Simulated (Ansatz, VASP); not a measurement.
# TiAl3: VASP beside Ansatz

The input INCAR:

```
ALGO = Fast ; EDIFF = 1E-6
ENCUT = 520 ; GGA = PS
ISIF = 2 ; ISMEAR = 0
LASPH = True ; LCHARG = False
LREAL = False ; LWAVE = False
NBANDS = 31 ; NELM = 60
PREC = Accurate ; SIGMA = 0.15
```

The input KPOINTS:

```
k-points
0
Gamma
  12 8 4
```

POSCAR

```
TiAl3
1.0
    2.7813912067      0.0000000000      0.0000000000
    0.0000000000      4.6710700316      0.0000000000
    0.0000000000      0.0000000000      9.7868060773
Ti Al
2 6
Direct
    0.0000000000      0.5000000000      0.0815841035
    0.0000000000      0.5000000000      0.5815841035
    0.5000000000      0.5000000000      0.3320232623
    0.5000000000      0.5000000000      0.8320232623
    0.5000000000      0.0000000000      0.1665550908
    0.5000000000      0.0000000000      0.6665550908
    0.0000000000      0.0000000000      0.4198370434
    0.0000000000      0.0000000000      0.9198370434
```

Input for Ansatz:

```yaml
crystal:
  lattice:
    - [2.7813912067, 0.0, 0.0]
    - [0.0, 4.6710700316, 0.0]
    - [0.0, 0.0, 9.7868060773]
  atoms:
    - { symbol: Ti, position: [0.0, 0.5, 0.0815841035] }
    - { symbol: Ti, position: [0.0, 0.5, 0.5815841035] }
    - { symbol: Al, position: [0.5, 0.5, 0.3320232623] }
    - { symbol: Al, position: [0.5, 0.5, 0.8320232623] }
    - { symbol: Al, position: [0.5, 0.0, 0.1665550908] }
    - { symbol: Al, position: [0.5, 0.0, 0.6665550908] }
    - { symbol: Al, position: [0.0, 0.0, 0.4198370434] }
    - { symbol: Al, position: [0.0, 0.0, 0.9198370434] }
basis:
  ecutwfc: 420
kpoints:
  mp_grid: { grid: [12, 8, 4] }
hamiltonian:
  xc: pbesol
scf:
  occupations: { method: gaussian, width: 0.15 }
output:
  forces: true
  stress: true
  eigenvalues: true
  write_density: true
  write_potential: true
  elf: true
  volumetric_format: npy
```

Alike in both runs: task single point; functional PBEsol; k mesh 12 × 8 × 4; occupations gaussian, width 0.15 eV; no spin polarisation.

|  | VASP | Ansatz |
| --- | --- | --- |
| version | VASP 6.6.1 | Ansatz 0.2.0 |
| potentials or method | VASP PAW PBE potentials, release 64 (Ti_sv, Al), cutoff 520 eV | scalar-relativistic, plane waves, PAW |
| valence electrons in the cell | 42 | 42 |

|  | VASP | Ansatz | Ansatz less VASP |
| --- | --- | --- | --- |
| gap on the k mesh at the Fermi level (eV) | none | none | - |
| pressure (GPa) | 0.1 | 0.0 | -0.05 |
| traceless stress, the component that is largest in VASP (GPa) | -0.10 | -0.09 | +0.001 |
| rms of the force components (eV/Å) | 0.005 | 0.005 | +0.0003 |

VASP's potentials were made for PBE, not for PBEsol. Atom by atom the forces differ by 0.001 eV/Å (rms over components). A gap of «none» marks a metal or a gap that the smearing closes. The functional is the same, so the differences come from potentials, cutoffs and numerics.
